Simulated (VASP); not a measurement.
A run of VASP 6.6.1 is set up as follows.

File INCAR:

```
SYSTEM = AlN
PREC     = Accurate       ! precision mode
ENCUT    = 520            ! plane-wave cutoff, eV
EDIFF    = 1E-6           ! SCF threshold, eV
ISMEAR   = 0              ! smearing method
SIGMA    = 0.05           ! smearing width, eV
LREAL    = .False.        ! projectors in reciprocal space
LASPH    = .True.         ! aspherical terms in the spheres
NELM     = 60             ! most SCF steps
ALGO     = Normal         ! electronic algorithm
ISIF     = 2              ! what is computed and relaxed
LWAVE    = .False.        ! write WAVECAR
LCHARG   = .True.         ! write CHGCAR
GGA      = PS             ! functional
LELF     = .True.         ! ELF
LVHAR    = .True.       
NBANDS   = 11             ! bands
```

The input KPOINTS:

```
Automatic mesh
0
Gamma
  10 10 10
  0 0 0
```

Contents of POSCAR:

```
AlN
1.0
    0.0000000000      2.1886566781      2.1886566781
    2.1886566781      0.0000000000      2.1886566781
    2.1886566781      2.1886566781      0.0000000000
Al N
1 1
Direct
   -0.0045066557      0.0045066557      0.0045066557
    0.7586811240      0.7413188760      0.7413188760
```

Potentials or basis: VASP PAW PBE potentials, release 64 (Al, N).

Launch:

```bash
$ cat potpaw_PBE.64/Al/POTCAR potpaw_PBE.64/N/POTCAR > POTCAR
$ mpirun -np 1 vasp_std > vasp.out
```

Task: What does it give for the largest force?

Result: 0.829 eV/Å.

Task: Predict the pressure.

Result: 0.4 GPa.

Task: Predict the band gap on the k mesh.

Result: 3.03 eV, indirect (least direct gap 3.92 eV).

Stress tensor (GPa, compression positive):
```
 0.00  0.00  0.00
 0.00  0.64 -4.01
 0.00 -4.01  0.64
```

Caveat: the cell differs from its parent crystal (mode 4 frozen in at -0.038 Å, strain +e along z and -e/2 along x and y +0.0000); the PAW data sets were made with another functional, which shifts forces and pressure a little. A k mesh can miss the band edges.
